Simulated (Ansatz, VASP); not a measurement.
Ga in VASP and in Ansatz

File INCAR:

```
ALGO = Normal
EDIFF = 1E-6
ENCUT = 520
GGA = RP
ISIF = 2
ISMEAR = -1
LASPH = True
LCHARG = False
LREAL = False
LWAVE = False
NBANDS = 34
NELM = 80
PREC = Accurate
SIGMA = 0.1
```

KPOINTS

```
k-points
0
Gamma
  10 10 9
```

The input POSCAR:

```
Ga
1.0
    2.2474298836     -3.7597791615      0.0000000000
    2.2474298836      3.7597791615      0.0000000000
    0.0000000000      0.0000000000      4.4092422019
Ga
4
Direct
    0.8438269408      0.1561730592      0.0823280072
    0.6561730592      0.3438269408      0.5823280072
    0.1561730592      0.8438269408      0.9176719928
    0.3438269408      0.6561730592      0.4176719928
```

Input for Ansatz:

```yaml
crystal:
  lattice:
    - [2.2474298836, -3.7597791615, 0.0]
    - [2.2474298836, 3.7597791615, 0.0]
    - [0.0, 0.0, 4.4092422019]
  atoms:
    - { symbol: Ga, position: [0.8438269408, 0.1561730592, 0.0823280072] }
    - { symbol: Ga, position: [0.6561730592, 0.3438269408, 0.5823280072] }
    - { symbol: Ga, position: [0.1561730592, 0.8438269408, 0.9176719928] }
    - { symbol: Ga, position: [0.3438269408, 0.6561730592, 0.4176719928] }
hamiltonian:
  xc: rpbe
  pseudopotentials:
    kind: paw
    azcp:
      Ga: "pseudopotentials/Ga.paw.azcp"
basis:
  ecutwfc: 420
  fft_grid_basis: typed
kpoints:
  mp_grid: { grid: [10, 10, 9], shift: [0, 0, 0] }
magnetization:
  spin_polarized: false
scf:
  occupations: { method: fermi_dirac, width: 0.1 }
output:
  stress: true
```

Alike in both runs: task single point; functional RPBE; k mesh 10 × 10 × 9; occupations fermi-dirac, width 0.1 eV; no spin polarisation.

|  | VASP | Ansatz |
| --- | --- | --- |
| version | VASP 6.6.1 | Ansatz 0.2.0 |
| potentials or method | VASP PAW PBE potentials, release 64 (Ga_d), cutoff 520 eV | plane waves (420 eV) with PAW, scalar-relativistic |
| valence electrons in the cell | 52 | 52 |

|  | VASP | Ansatz | Ansatz less VASP |
| --- | --- | --- | --- |
| pressure (GPa) | 7.8 | 7.6 | -0.20 |
| traceless stress, the component that is largest in VASP (GPa) | -0.77 | -0.78 | -0.009 |

VASP's potentials were made for PBE, not for RPBE. The functional is the same, so the differences come from potentials, cutoffs and numerics.
